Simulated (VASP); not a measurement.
# Zr3Si2 (P4/mbm) in VASP: notebook

The runs below take Zr3Si2 through single point, with PBEsol.

Everything below comes from runs of VASP 6.6.1. Logs are shortened: lines on timing, memory, paths and dates and some standing lists are left out, and cuts for length are marked.

### Step 1. The cell of the first run

The structure is tetragonal, space group P4/mbm (No. 127). The conventional cell has a = 6.940 Å, b = 6.940 Å, c = 3.551 Å, α = 90.00°, β = 90.00°, γ = 90.00°. Zr (site symmetry m2m) has 6 Si at 2.67 to 2.75 Å and 5 Zr at 3.12 to 3.44 Å within 3.5 Å. Zr (site symmetry 4/m) has 4 Si at 2.76 Å and 10 Zr at 3.12 to 3.55 Å within 3.6 Å. Si (site symmetry m2m) has 1 Si at 2.39 Å and 8 Zr at 2.67 to 2.76 Å within 3.2 Å.

### Step 2. Single point, PBEsol (volume scaled by 0.94, then relaxed in part)

INCAR

```
PREC = Accurate
ENCUT = 520
EDIFF = 1E-7
ISMEAR = 0
SIGMA = 0.1
LREAL = F
LASPH = T
NELM = 60
ALGO = Fast
ISIF = 2
LWAVE = F
LCHARG = F
GGA = PS
NBANDS = 55
```

KPOINTS

```
regular mesh
0
Gamma
  6 6 10
```

POSCAR

```
Zr3Si2
1.0
    6.9403681532      0.0000000000      0.0000000000
    0.0000000000      6.9403681532      0.0000000000
    0.0000000000      0.0000000000      3.5505452822
Zr Si
6 4
Direct
    0.1751883101      0.6751883101      0.5000000000
    0.8248116899      0.3248116899      0.5000000000
    0.3248116899      0.1751883101      0.5000000000
    0.6751883101      0.8248116899      0.5000000000
    0.0000000000      0.0000000000      0.0000000000
    0.5000000000      0.5000000000      0.0000000000
    0.6219846720      0.1219846720      0.0000000000
    0.3780153280      0.8780153280      0.0000000000
    0.8780153280      0.6219846720      0.0000000000
    0.1219846720      0.3780153280      0.0000000000
```

Potentials or basis: VASP PAW PBE potentials, release 64 (Zr_sv, Si).

The run is started by

```sh
cat potpaw_PBE.64/Zr_sv/POTCAR potpaw_PBE.64/Si/POTCAR > POTCAR
mpirun -np 1 vasp_std > vasp.out
```

OUTCAR:

```text
PREC = Accurate
   ENCUT = 520
   EDIFF = 1E-7
   ISMEAR = 0
   LREAL = F
   LASPH = T
   NELM = 60
   ISIF = 2
   GGA = PS

 ion  position               nearest neighbor table
   1  0.175  0.675  0.500-   8 2.67   8 2.67   9 2.75   9 2.75  10 2.75  10 2.75   6 3.12   6 3.12
                             5 3.12   5 3.12   2 3.44   3 3.62   4 3.62   3 3.62   4 3.62
   2  0.825  0.325  0.500-   7 2.67   7 2.67   9 2.75   9 2.75  10 2.75  10 2.75   6 3.12   6 3.12
                             5 3.12   5 3.12   1 3.44   3 3.62   4 3.62   4 3.62   3 3.62
   3  0.325  0.175  0.500-  10 2.67  10 2.67   7 2.75   7 2.75   8 2.75   8 2.75   6 3.12   6 3.12
                             5 3.12   5 3.12   4 3.44   2 3.62   1 3.62   1 3.62   2 3.62
   4  0.675  0.825  0.500-   9 2.67   9 2.67   7 2.75   7 2.75   8 2.75   8 2.75   6 3.12   6 3.12
                             5 3.12   5 3.12   3 3.44   2 3.62   1 3.62   2 3.62   1 3.62
   5  0.000  0.000  0.000-   8 2.76  10 2.76   9 2.76   7 2.76   1 3.12   2 3.12   3 3.12   4 3.12
                             1 3.12   2 3.12   3 3.12   4 3.12
   6  0.500  0.500  0.000-   7 2.76  10 2.76   9 2.76   8 2.76   1 3.12   2 3.12   3 3.12   4 3.12
                             1 3.12   2 3.12   3 3.12   4 3.12
   7  0.622  0.122  0.000-   8 2.39   2 2.67   2 2.67   3 2.75   3 2.75   4 2.75   4 2.75   6 2.76
                             5 2.76
   8  0.378  0.878  0.000-   7 2.39   1 2.67   1 2.67   3 2.75   3 2.75   4 2.75   4 2.75   5 2.76
                             6 2.76
   9  0.878  0.622  0.000-  10 2.39   4 2.67   4 2.67   2 2.75   1 2.75   2 2.75   1 2.75   5 2.76
                             6 2.76
  10  0.122  0.378  0.000-   9 2.39   3 2.67   3 2.67   2 2.75   1 2.75   2 2.75   1 2.75   5 2.76
                             6 2.76

  LATTYP: Found a simple tetragonal cell.
 ALAT       =     6.9403681532
 C/A-ratio  =     0.5115788102

  Lattice vectors:

 A1 = (   6.9403681532,   0.0000000000,   0.0000000000)
 A2 = (   0.0000000000,   6.9403681532,   0.0000000000)
 A3 = (   0.0000000000,   0.0000000000,   3.5505452822)

Analysis of symmetry for initial positions (statically):
=====================================================================
 Subroutine PRICEL returns:
 Original cell was already a primitive cell.

 Routine SETGRP: Setting up the symmetry group for a
 simple tetragonal supercell.

 Subroutine GETGRP returns: Found 16 space group operations
 (whereof  8 operations were pure point group operations)
 out of a pool of 16 trial point group operations.

The static configuration has the point symmetry C_4h.
 The point group associated with its full space group is D_4h.

Analysis of symmetry for dynamics (positions and initial velocities):
=====================================================================
 Subroutine PRICEL returns:
 Original cell was already a primitive cell.

 Routine SETGRP: Setting up the symmetry group for a
 simple tetragonal supercell.

 Subroutine GETGRP returns: Found 16 space group operations
 (whereof  8 operations were pure point group operations)
 out of a pool of 16 trial point group operations.

The dynamic configuration has the point symmetry C_4h.
 The point group associated with its full space group is D_4h.

 Subroutine INISYM returns: Found 16 space group operations
 (whereof  8 operations are pure point group operations),
 and found     1 'primitive' translations

----------------------------------------------------------------------------------------

                                     Primitive cell

  volume of cell :     171.0252

  direct lattice vectors                    reciprocal lattice vectors
     6.940368153  0.000000000  0.000000000     0.144084576  0.000000000  0.000000000
     0.000000000  6.940368153  0.000000000     0.000000000  0.144084576  0.000000000
     0.000000000  0.000000000  3.550545282     0.000000000  0.000000000  0.281646880

  length of vectors
     6.940368153  6.940368153  3.550545282     0.144084576  0.144084576  0.281646880

  position of ions in fractional coordinates (direct lattice)
     0.175188310  0.675188310  0.500000000
     0.824811690  0.324811690  0.500000000
     0.324811690  0.175188310  0.500000000
     0.675188310  0.824811690  0.500000000
     0.000000000  0.000000000  0.000000000
     0.500000000  0.500000000  0.000000000
     0.621984672  0.121984672  0.000000000
     0.378015328  0.878015328  0.000000000
     0.878015328  0.621984672  0.000000000
     0.121984672  0.378015328  0.000000000

  ion indices of the primitive-cell ions
   primitive index   ion index
                 1           1
                 2           2
                 3           3
                 4           4
                 5           5
                 6           6
                 7           7
                 8           8
                 9           9
                10          10

----------------------------------------------------------------------------------------

 KPOINTS: regular mesh

Automatic generation of k-mesh.
 Grid dimensions read from file:
 generate k-points for:    6    6   10

 Generating k-lattice:

  Cartesian coordinates                     Fractional coordinates (reciprocal lattice)
     0.024014096  0.000000000  0.000000000     0.166666667  0.000000000  0.000000000
     0.000000000  0.024014096  0.000000000     0.000000000  0.166666667  0.000000000
     0.000000000  0.000000000  0.028164688     0.000000000  0.000000000  0.100000000

  Length of vectors
     0.024014096  0.024014096  0.028164688

  Shift w.r.t. Gamma in fractional coordinates (k-lattice)
     0.000000000  0.000000000  0.000000000

 Subroutine IBZKPT returns following result:
 ===========================================

 Found     60 irreducible k-points:

 Following reciprocal coordinates:
            Coordinates               Weight
  0.000000  0.000000  0.000000      1.000000
  0.166667  0.000000  0.000000      4.000000
  0.333333  0.000000  0.000000      4.000000
  0.500000  0.000000  0.000000      2.000000
  0.166667  0.166667  0.000000      4.000000
  0.333333  0.166667  0.000000      8.000000
[... 16 lines left out ...]
  0.333333  0.000000  0.200000      8.000000
  0.500000  0.000000  0.200000      4.000000
 [... further k-points ...]
   k-points           NKPTS =     60   k-points in BZ     NKDIM =     60   number of bands    NBANDS=     55
   number of dos      NEDOS =    301   number of ions     NIONS =     10
   total plane-waves  NPLWV =  81648
   dimension x,y,z NGX =    54 NGY =   54 NGZ =   28
   dimension x,y,z NGXF=   108 NGYF=  108 NGZF=   56
   ions per type =               6   4
   NGX,Y,Z   is equivalent  to a cutoff of  12.93, 12.93, 13.11 a.u.
   NGXF,Y,Z  is equivalent  to a cutoff of  25.87, 25.87, 26.22 a.u.
 SYSTEM =  unknown system
   PREC   = accura    normal or accurate (medium, high low for compatibility)
   ISTART =      0    job   : 0-new  1-cont  2-samecut
   ICHARG =      2    charge: 1-file 2-atom 10-const
   ISPIN  =      1    spin polarized calculation?
   LNONCOLLINEAR =      F non collinear calculations
   LSORBIT =      F    spin-orbit coupling
   LASPH  =      T    aspherical Exc in radial PAW
   ENCUT  =  520.0 eV  38.22 Ry    6.18 a.u.  12.90 12.90  6.60*2*pi/ulx,y,z
   NELM   =     60;   NELMIN=  2; NELMDL= -5     # of ELM steps
   EDIFF  = 0.1E-06   stopping-criterion for ELM
   LREAL  =      F    real-space projection
   EDIFFG = 0.1E-05   stopping-criterion for IOM
   NSW    =      0    number of steps for IOM
   IBRION =     -1    ionic relax: 0-MD 1-quasi-New 2-CG
   NFREE  =      0    steps in history (QN), initial steepest desc. (CG)
   ISIF   =      2    stress and relaxation
   ISYM   =      2    0-nonsym 1-usesym 2-fastsym
   POTIM  = 0.5000    time-step for ionic-motion
   TEBEG  =    0.0;   TEEND  =   0.0 temperature during run
   PSTRESS=    0.0 pullay stress
   NELECT =      88.0000    total number of electrons
   NUPDOWN=      -1.0000    fix difference up-down
   EMIN   =  10.00;   EMAX   =-10.00  energy-range for DOS
   EFERMI =   0.00;   METHOD = LEGACY
   ISMEAR =     0;   SIGMA  =   0.10  broadening in eV -4-tet -1-fermi 0-gaus
   EFERMI_NEDOS =   21; number of points for ismear=-14 and -15
   IALGO  =     68    algorithm
   IMIX   =      4    mixing-type and parameters
     AMIX     =   0.40;   BMIX     =  1.00
     AMIX_MAG =   1.60;   BMIX_MAG =  1.00
  volume/ion in A,a.u.               =      17.10       115.41
  Fermi-wavevector in a.u.,A,eV,Ry     =   1.311845  2.479027 23.414756  1.720936
  Thomas-Fermi vector in A             =   2.442278
   LORBIT       =      0    0 simple, 1 ext, 2 COOP (PROOUT), +10 PAW based schemes
   GGA     = PS    functional components
   LHFCALC =     F    Hartree Fock is set to
   AEXX    =    0.0000 exact exchange contribution
   IVDW    =     0    specifies the selected vdW correction
   LEPSILON=     F    determine dielectric tensor
   LRPA    =     F    only Hartree local field effects (RPA)
 non-spin polarized calculation
 RMM-DIIS sequential band-by-band and
 Gauss-broadening in eV      SIGMA  =   0.10
  energy-cutoff  :      520.00
  volume of cell :      171.03
 maximum number of plane-waves:      4628
 NGX is ok and might be reduce to    54
   NGX = 25   NGY = 25   NGZ = 13

 number of electron      87.9999999 magnetization

 Free energy of the ion-electron system (eV)
  ---------------------------------------------------
  ext. energy  EPLUGINS =         0.00000000
  ---------------------------------------------------
  free energy    TOTEN  =       -86.76108060 eV

  energy without entropy =      -86.72954194  energy(sigma->0) =      -86.74531127

 E-fermi :  10.3574     XC(G=0): -11.8604

 val. band max:       10.3532998557   @ k =   0.5000   0.0000   0.3000
 cond. band min:      10.3582747680   @ k =   0.0000   0.0000   0.4000
 fundamental gap:      0.0049749123
 Fermi energy:        10.3574325476

 k-point     1 :       0.0000    0.0000    0.0000
  band No.  band energies     occupation
      1     -37.6372      2.00000
      2     -37.5468      2.00000
      3     -37.5468      2.00000
      4     -37.5464      2.00000
      5     -37.4988      2.00000
      6     -37.4306      2.00000
[... 47 lines left out ...]
     54      13.2667      0.00000
[... 1333 lines left out ...]
     54      13.5839      0.00000
     55      13.9360      0.00000

 [... further k-points ...]
[... 5 lines left out ...]
  --------------------------------------------------------------------------------------
  -------------------------------------------------------------------------------------
  Total       10.7601918     10.7601918     10.7376857      0.0000000      0.0000000      0.0000000
  in kB      100.8023185    100.8023185    100.5914803      0.0000000      0.0000000      0.0000000
  external PRESSURE =     100.7320391 kB  Pullay stress =       0.0000000 kB

 VOLUME and BASIS-vectors are now :
 -----------------------------------------------------------------------------
  energy-cutoff  :      520.00
  volume of cell :      171.03
      direct lattice vectors                 reciprocal lattice vectors
     6.940368153  0.000000000  0.000000000     0.144084576  0.000000000  0.000000000
     0.000000000  6.940368153  0.000000000     0.000000000  0.144084576  0.000000000
     0.000000000  0.000000000  3.550545282     0.000000000  0.000000000  0.281646880

 POSITION                                       TOTAL-FORCE (eV/Angst)
 -----------------------------------------------------------------------------------
      1.21587      4.68606      1.77527        -0.000250     -0.000250     -0.000000
      5.72450      2.25431      1.77527         0.000250      0.000250     -0.000000
      2.25431      1.21587      1.77527         0.000250     -0.000250     -0.000000
      4.68606      5.72450      1.77527        -0.000250      0.000250      0.000000
      0.00000      0.00000      0.00000         0.000000      0.000000     -0.000000
      3.47018      3.47018      0.00000         0.000000      0.000000     -0.000000
      4.31680      0.84662      0.00000        -0.006701     -0.006701     -0.000000
      2.62357      6.09375      0.00000         0.006701      0.006701     -0.000000
      6.09375      4.31680      0.00000         0.006701     -0.006701      0.000000
      0.84662      2.62357      0.00000        -0.006701      0.006701     -0.000000
 -----------------------------------------------------------------------------------
    total drift:                               -0.000000      0.000000     -0.000000

  FREE ENERGIE OF THE ION-ELECTRON SYSTEM (eV)
  ---------------------------------------------------
  free  energy   TOTEN  =       -86.7610805980 eV

  energy  without entropy=      -86.7295419442  energy(sigma->0) =      -86.74531127
```

Wall time 25 min (1 thread of Intel Xeon Platinum 8375C at 2.90GHz (Ice Lake), shared host); peak memory 0.53 GiB.

Results:

- Free energy: -86.7611 eV
- Pressure: 10.1 GPa
- Largest force: 0.009 eV/Å
- Band gap on the k mesh: zero (band 44 reaches 10.91 eV, above the bottom of band 45 at 9.69 eV)

Forces in eV/Å, atoms in the order of the input:
```
Zr   0.000  0.000  0.000
Zr   0.000  0.000  0.000
Zr   0.000  0.000  0.000
Zr   0.000  0.000  0.000
Zr   0.000  0.000  0.000
Zr   0.000  0.000  0.000
Si  -0.007 -0.007  0.000
Si   0.007  0.007  0.000
Si   0.007 -0.007  0.000
Si  -0.007  0.007  0.000
```

Levels at points of the mesh, in eV from the Fermi level:
```tsv
k point	band 41	band 42	band 43	band 44	band 45	band 46	band 47	band 48
(0.00, 0.00, 0.00)	-0.69	-0.66	-0.33	0.10	0.92	1.22	1.41	1.41
(0.50, 0.00, 0.00)	-0.18	-0.18	0.44	0.44	0.77	0.77	1.56	1.56
(0.50, 0.50, 0.00)	-0.17	-0.17	-0.16	-0.16	0.05	0.05	1.29	1.29
(0.00, 0.00, 0.50)	-0.45	-0.31	0.05	0.05	0.27	0.39	0.67	0.67
(0.50, 0.00, 0.50)	-0.99	-0.99	-0.62	-0.62	0.33	0.33	1.86	1.86
(0.50, 0.50, 0.50)	-0.79	-0.79	-0.74	-0.74	-0.63	-0.63	1.98	1.98
```

Caveat: the PAW data sets were made with another functional, which shifts forces and pressure a little.

### Step 3. Single point, PBEsol (volume scaled by 0.97, then relaxed in part)

INCAR

```
SYSTEM = Zr3Si2
PREC = Accurate ; ENCUT = 520
EDIFF = 1E-6 ; ISMEAR = 0
SIGMA = 0.1 ; LREAL = .False.
LASPH = .True. ; NELM = 80
ALGO = Fast ; ISIF = 2
LWAVE = .False. ; LCHARG = .False.
GGA = PS ; NBANDS = 55
```

KPOINTS

```
Automatic mesh
0
Gamma
  6 6 10
  0 0 0
```

POSCAR

```
Zr3Si2
1.0
    7.0038943375      0.0000000000      0.0000000000
    0.0000000000      7.0038943375      0.0000000000
    0.0000000000      0.0000000000      3.5976986394
Zr Si
6 4
Direct
    0.1748413983      0.6748413983      0.5000000000
    0.8251586017      0.3251586017      0.5000000000
    0.3251586017      0.1748413983      0.5000000000
    0.6748413983      0.8251586017      0.5000000000
    0.0000000000      0.0000000000      0.0000000000
    0.5000000000      0.5000000000      0.0000000000
    0.6222011863      0.1222011863      0.0000000000
    0.3777988137      0.8777988137      0.0000000000
    0.8777988137      0.6222011863      0.0000000000
    0.1222011863      0.3777988137      0.0000000000
```

Potentials or basis: VASP PAW PBE potentials, release 64 (Zr_sv, Si).

The run is started by

```sh
cat potpaw_PBE.64/Zr_sv/POTCAR potpaw_PBE.64/Si/POTCAR > POTCAR
mpirun -np 1 vasp_std > vasp.out
```

It took 19 min on 1 thread of Intel Xeon Platinum 8375C at 2.90GHz (Ice Lake), shared host; peak memory 0.54 GiB.

It converged, with:

```
Free energy            : -87.0136 eV
Pressure               : 4.8 GPa
Largest force          : 0.005 eV/Å
Band gap on the k mesh : zero (band 44 reaches 10.51 eV, above the bottom of band 45 at 9.32 eV)
```

Forces in eV/Å, atoms in the order of the input:
```
Zr   0.001  0.001  0.000
Zr  -0.001 -0.001  0.000
Zr  -0.001  0.001  0.000
Zr   0.001 -0.001  0.000
Zr   0.000  0.000  0.000
Zr   0.000  0.000  0.000
Si  -0.003 -0.003  0.000
Si   0.003  0.003  0.000
Si   0.003 -0.003  0.000
Si  -0.003  0.003  0.000
```

Levels at points of the mesh, in eV from the Fermi level:
| k point | band 41 | band 42 | band 43 | band 44 | band 45 | band 46 | band 47 | band 48 |
| --- | --- | --- | --- | --- | --- | --- | --- | --- |
| (0.00, 0.00, 0.00) | -0.64 | -0.60 | -0.30 | 0.05 | 0.90 | 1.16 | 1.36 | 1.36 |
| (0.50, 0.00, 0.00) | -0.21 | -0.21 | 0.43 | 0.43 | 0.78 | 0.78 | 1.53 | 1.53 |
| (0.50, 0.50, 0.00) | -0.19 | -0.19 | -0.15 | -0.15 | 0.05 | 0.05 | 1.27 | 1.27 |
| (0.00, 0.00, 0.50) | -0.46 | -0.26 | 0.06 | 0.06 | 0.28 | 0.43 | 0.68 | 0.68 |
| (0.50, 0.00, 0.50) | -0.96 | -0.96 | -0.58 | -0.58 | 0.26 | 0.26 | 1.82 | 1.82 |
| (0.50, 0.50, 0.50) | -0.74 | -0.74 | -0.69 | -0.69 | -0.66 | -0.66 | 1.94 | 1.94 |

Caveat: the PAW data sets were made with another functional, which shifts forces and pressure a little.

(Part 1 of 2 ends here.)
